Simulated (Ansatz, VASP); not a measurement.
# Pb: VASP beside Ansatz

```xyz
1
Lattice="0.0000 2.4675 2.4675 2.4675 0.0000 2.4675 2.4675 2.4675 0.0000" Properties=species:S:1:pos:R:3 pbc="T T T"
Pb    0.0000    0.0000    0.0000
```

Alike in both runs: functional PBEsol; k mesh 14 × 14 × 14; occupations gaussian, width 0.1 eV; no spin polarisation.

Ansatz relaxed the structure, and its values are those at the end. VASP's run is a single point on that final structure, the one shown.

|  | VASP | Ansatz |
| --- | --- | --- |
| version | VASP 6.6.1 | Ansatz 0.2.0 |
| potentials or method | VASP PAW PBE potentials, release 64 (Pb_d), cutoff 520 eV | scalar-relativistic, plane waves, PAW |
| valence electrons in the cell | 14 | 14 |

|  | VASP | Ansatz | Ansatz less VASP |
| --- | --- | --- | --- |
| gap on the k mesh at the Fermi level (eV) | none | none | - |
| pressure (GPa) | 0.0 | 0.0 | +0.02 |

VASP's potentials were made for PBE, not for PBEsol, and Ansatz warns of the same on its side. A gap of «none» marks a metal or a gap that the smearing closes. With one functional, cell and mesh, what is left measures potentials, basis and numerics.

Spin-orbit coupling is off throughout.
